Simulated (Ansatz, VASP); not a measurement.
One calculation of IrF2, two programs

```
CELL_PARAMETERS angstrom
4.70262 0.00000 0.00000
0.00000 4.70262 0.00000
0.00000 0.00000 3.67840
ATOMIC_POSITIONS crystal
Ir 0.00000 0.00000 0.00000
Ir 0.50000 0.50000 0.50000
F 0.31316 0.31316 0.00000
F 0.18684 0.81316 0.50000
F 0.68684 0.68684 0.00000
F 0.81316 0.18684 0.50000
```

Alike in both runs: functional PBE; k mesh 4 × 4 × 6; occupations gaussian, width 0.1 eV; no spin polarisation.

Ansatz relaxed the structure, and its values are those at the end. VASP's run is a single point on that final structure, the one shown.

|  | VASP | Ansatz |
| --- | --- | --- |
| version | VASP 6.6.1 | Ansatz 0.2.0 |
| potentials or method | VASP PAW PBE potentials, release 64 (Ir, F), cutoff 520 eV | scalar-relativistic, plane waves, PAW |
| valence electrons in the cell | 46 | 62 |

|  | VASP | Ansatz | Ansatz less VASP |
| --- | --- | --- | --- |
| gap on the k mesh at the Fermi level (eV) | none | none | - |
| pressure (GPa) | 0.2 | 0.0 | -0.13 |
| rms of the force components (eV/Å) | 0.027 | 0.002 | -0.0252 |

A gap of «none» marks a metal or a gap that the smearing closes. The functional is the same, so the differences come from potentials, cutoffs and numerics. VASP's potentials hold 46 valence electrons a cell and Ansatz's 62, so a difference there can come from the potentials and not from the codes.

Neither program's run includes spin-orbit coupling.
